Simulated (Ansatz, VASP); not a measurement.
Two plane-wave programs on TiO

File INCAR:

```
SYSTEM = TiO
ALGO = Normal
EDIFF = 1E-6
ENCUT = 520
GGA = PS
ISIF = 2
ISMEAR = 0
LASPH = .True.
LCHARG = .False.
LREAL = .False.
LWAVE = .False.
NBANDS = 36
NELM = 80
PREC = Accurate
SIGMA = 0.15
```

KPOINTS

```
k-points
0
Gamma
  14 14 14
  0 0 0
```

File POSCAR:

```
TiO
1.0
    4.0335084229      0.0000000000      0.0000000000
    0.0000000000      4.0335084229      0.0000000000
    0.0000000000      0.0000000000      4.0335084229
Ti O
3 3
Direct
    0.5000000000      0.5000000000      0.0000000000
    0.0000000000      0.5000000000      0.5000000000
    0.5000000000      0.0000000000      0.5000000000
    0.0000000000      0.5000000000      0.0000000000
    0.5000000000      0.0000000000      0.0000000000
    0.0000000000      0.0000000000      0.5000000000
```

Input for Ansatz:

```yaml
crystal:
  lattice:
    - [4.0335084229, 0.0, 0.0]
    - [0.0, 4.0335084229, 0.0]
    - [0.0, 0.0, 4.0335084229]
  atoms:
    - { symbol: Ti, position: [0.5, 0.5, 0.0] }
    - { symbol: Ti, position: [0.0, 0.5, 0.5] }
    - { symbol: Ti, position: [0.5, 0.0, 0.5] }
    - { symbol: O, position: [0.0, 0.5, 0.0] }
    - { symbol: O, position: [0.5, 0.0, 0.0] }
    - { symbol: O, position: [0.0, 0.0, 0.5] }
basis:
  ecutwfc: 420
kpoints:
  mp_grid: { grid: [14, 14, 14] }
hamiltonian:
  xc: pbesol
scf:
  occupations: { method: gaussian, width: 0.15 }
output:
  forces: true
  stress: true
  eigenvalues: true
```

Alike in both runs: task single point; functional PBEsol; k mesh 14 × 14 × 14; occupations gaussian, width 0.15 eV; no spin polarisation.

|  | VASP | Ansatz |
| --- | --- | --- |
| version | VASP 6.6.1 | Ansatz 0.2.0 |
| potentials or method | VASP PAW PBE potentials, release 64 (Ti_sv, O), cutoff 520 eV | scalar-relativistic, plane waves, PAW |
| valence electrons in the cell | 54 | 54 |

VASP gave:

| Item | Value |
| --- | --- |
| gap on the k mesh at the Fermi level (eV) | none |
| pressure (GPa) | 0.6 |

Question: Estimate Ansatz's values.

Answer: gap on the k mesh at the Fermi level (eV): none; pressure (GPa): 0.1.

VASP's potentials were made for PBE, not for PBEsol. A gap of «none» marks a metal or a gap that the smearing closes.
